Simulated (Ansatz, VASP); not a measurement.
# One calculation of Ga3Sb, two programs

```
CELL_PARAMETERS angstrom
-2.15880 2.15880 4.76048
2.15880 -2.15880 4.76048
2.15880 2.15880 -4.76048
ATOMIC_POSITIONS crystal
Sb 0.00000 0.00000 0.00000
Ga 0.50000 0.50000 0.00000
Ga 0.25000 0.75000 0.50000
Ga 0.75000 0.25000 0.50000
```

Alike in both runs: functional PBEsol; k mesh 9 × 9 × 9; occupations fermi-dirac, width 0.05 eV; no spin polarisation.

|  | VASP | Ansatz |
| --- | --- | --- |
| version | VASP 6.6.1 | Ansatz 0.2.0 |
| potentials or method | VASP PAW PBE potentials, release 64 (Sb, Ga_d), cutoff 520 eV | all-electron LAPW, scalar-relativistic |
| task | single point | band structure |

Ansatz gave:

```
gap on the k mesh at the Fermi level (eV)                     : none
pressure (GPa)                                                : -3.5
traceless stress, the component that is largest in VASP (GPa) : 0.57
```

Problem. What did VASP give for the same quantities?

Solution. gap on the k mesh at the Fermi level (eV): none; pressure (GPa): -3.6; traceless stress, the component that is largest in VASP (GPa): 0.57.

VASP's potentials were made for PBE, not for PBEsol. A gap of «none» marks a metal or a gap that the smearing closes. Ansatz ran all-electron here, and VASP with PAW potentials.

Neither program's run includes spin-orbit coupling.
